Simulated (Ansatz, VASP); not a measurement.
## Two plane-wave programs on SnO2

Contents of INCAR:

```
SYSTEM = SnO2
PREC     = Accurate       ! precision mode
ENCUT    = 520            ! plane-wave cutoff, eV
EDIFF    = 1E-7           ! SCF threshold, eV
ISMEAR   = 0              ! smearing method
SIGMA    = 0.05           ! smearing width, eV
LREAL    = .FALSE.        ! projectors in reciprocal space
LASPH    = .TRUE.         ! aspherical terms in the spheres
NELM     = 80             ! most SCF steps
ALGO     = Normal         ! electronic algorithm
ISIF     = 2              ! what is computed and relaxed
LWAVE    = .FALSE.        ! write WAVECAR
LCHARG   = .TRUE.         ! write CHGCAR
GGA      = PE             ! functional
LELF     = .TRUE.         ! ELF
LVHAR    = .TRUE.       
NBANDS   = 35             ! bands
```

Contents of KPOINTS:

```
Automatic mesh
0
G
  6 6 8
  0 0 0
```

Contents of POSCAR:

```
SnO2
1.0
    4.7150643165      0.0000000000      0.0000000000
    0.0000000000      4.7150776811      0.0000000000
    0.0000000000      0.0000000000      3.3891114669
Sn O
2 4
Direct
    0.5000000000      0.5000000000      0.5000000000
    0.0000000000      0.0000000000      0.0000000000
    0.2696607915      0.3435373615      0.0000000000
    0.7696607915      0.1564626385      0.5000000000
    0.2303392085      0.8435373615      0.5000000000
    0.7303392085      0.6564626385      0.0000000000
```

Input for Ansatz:

```yaml
crystal:
  lattice:
    - [4.7150643165, 0.0, 0.0]
    - [0.0, 4.7150776811, 0.0]
    - [0.0, 0.0, 3.3891114669]
  atoms:
    - { symbol: Sn, position: [0.5, 0.5, 0.5] }
    - { symbol: Sn, position: [0.0, 0.0, 0.0] }
    - { symbol: O, position: [0.2696607915, 0.3435373615, 0.0] }
    - { symbol: O, position: [0.7696607915, 0.1564626385, 0.5] }
    - { symbol: O, position: [0.2303392085, 0.8435373615, 0.5] }
    - { symbol: O, position: [0.7303392085, 0.6564626385, 0.0] }
basis:
  ecutwfc: 520.0
kpoints:
  mp_grid: { grid: [6, 6, 8] }
hamiltonian:
  xc: pbe
  pseudopotentials: { kind: paw, azcp: { folder: soft_1 } }
scf:
  occupations: { method: gaussian, width: 0.05 }
output:
  forces: true
  stress: true
  eigenvalues: true
```

Change from the starting cell: mode 4 frozen in at -0.252 Å, strain +e along z and -e/2 along x and y +0.0467.

Alike in both runs: task single point; functional PBE; k mesh 6 × 6 × 8; occupations gaussian, width 0.05 eV; no spin polarisation.

|  | VASP | Ansatz |
| --- | --- | --- |
| version | VASP 6.6.1 | Ansatz 0.2.0 |
| potentials or method | VASP PAW PBE potentials, release 64 (Sn_d, O), cutoff 520 eV | scalar-relativistic, plane waves, PAW |
| valence electrons in the cell | 52 | 52 |

|  | VASP | Ansatz | Ansatz less VASP |
| --- | --- | --- | --- |
| gap on the k mesh at the Fermi level (eV) | 0.92 | 0.94 | +0.012 |
| least direct gap on the mesh (eV) | 1.14 | 1.15 | +0.007 |
| pressure (GPa) | -3.0 | -3.6 | -0.57 |
| traceless stress, the component that is largest in VASP (GPa) | -8.42 | -8.52 | -0.097 |
| rms of the force components (eV/Å) | 0.188 | 0.190 | +0.0024 |

Atom by atom the forces differ by 0.004 eV/Å (rms over components).
